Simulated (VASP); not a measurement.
Ni, 1 atom in the cell. Symmetry: Immm, No. 71, orthorhombic system. Conventional cell: a = 2.406 Å, b = 2.594 Å, c = 3.536 Å, α = 90.00°, β = 90.00°, γ = 90.00°. Within 3.2 Å of Ni (site symmetry mmm) lie 12 Ni at 2.41 to 2.59 Å.  This cell differs from its parent crystal: strain -0.0750 x Voigt [0, 0, 0, 1, 0, 0].

```yaml
Program: VASP 6.6.1
Task: single point
Functional: PBE
Potentials_or_basis: VASP PAW PBE potentials, release 64 (Ni)
Cutoff: 520 eV
k_mesh: 22 × 22 × 22
Occupations: gaussian, width 0.15 eV
Spin: collinear spin, ferromagnetic start
Starting_moments: "[0.81] μB"
Dipole_correction: no
Further_INCAR_settings: ALGO = Normal; EDIFF = 1e-06; NBANDS = 15
```

Potentials or basis: VASP PAW PBE potentials, release 64 (Ni).

Launch:

```bash
$ cat potpaw_PBE.64/Ni/POTCAR > POTCAR
$ mpirun -np 1 vasp_std > vasp.out
```

Hardware: 1 thread of Intel(R) Xeon(R) Platinum 8488C (Sapphire Rapids), with other jobs on the host.

Q: How long does it take, and how much memory?

A: Run time: 7.3 min on 1 thread of Intel(R) Xeon(R) Platinum 8488C (Sapphire Rapids), with other jobs on the host, peak memory 0.45 GiB. Counts: scf iterations 12, k points 1530.
